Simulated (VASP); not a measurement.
ZnSe:

```xyz
2
Lattice="0.0000 2.8338 2.8338 2.8338 0.0000 2.8338 2.8338 2.8338 0.0000" Properties=species:S:1:pos:R:3 pbc="T T T"
Zn    0.0000    0.0000    0.0000
Se    4.2507    4.2507    4.2507
```

- Program: VASP 6.6.1
- Task: relaxation of cell and atoms
- Functional: PBE
- Potentials or basis: VASP PAW PBE potentials, release 64 (Zn, Se)
- Cutoff: 600 eV
- k mesh: 8 × 8 × 8
- Occupations: gaussian, width 0.02 eV
- Spin: no spin polarisation

At the start: pressure 2.3 GPa; volume 22.76 Å³/atom.

Question: Where does the relaxation end?

Answer: Over 5 steps the energy falls by 6.1 meV/atom and the volume is 23.65 Å³/atom (+3.9 %); space group F-43m (No. 216, to 0.05 Å).

The path:
```
step  energy change (eV)  largest force (eV/Å)  pressure (GPa)  volume (Å³)
   1              0.0000                0.0000            2.34        45.51
   2             -0.0114                0.0000           -0.55        47.73
   3             -0.0122                0.0000            0.11        47.25
   4             -0.0122                0.0000           -0.06        47.33
   5             -0.0122                0.0000           -0.02        47.29
```

Final structure:
```cif
data_structure
_symmetry_space_group_name_H-M 'P 1'
_symmetry_Int_Tables_number 1
_cell_length_a 4.0592
_cell_length_b 4.0592
_cell_length_c 4.0592
_cell_angle_alpha 60.000
_cell_angle_beta 60.000
_cell_angle_gamma 60.000
_cell_volume 47.29
loop_
_atom_site_label
_atom_site_type_symbol
_atom_site_fract_x
_atom_site_fract_y
_atom_site_fract_z
_atom_site_occupancy
Zn1 Zn 0.00000 0.00000 0.00000 1
Se1 Se 0.75000 0.75000 0.75000 1
```
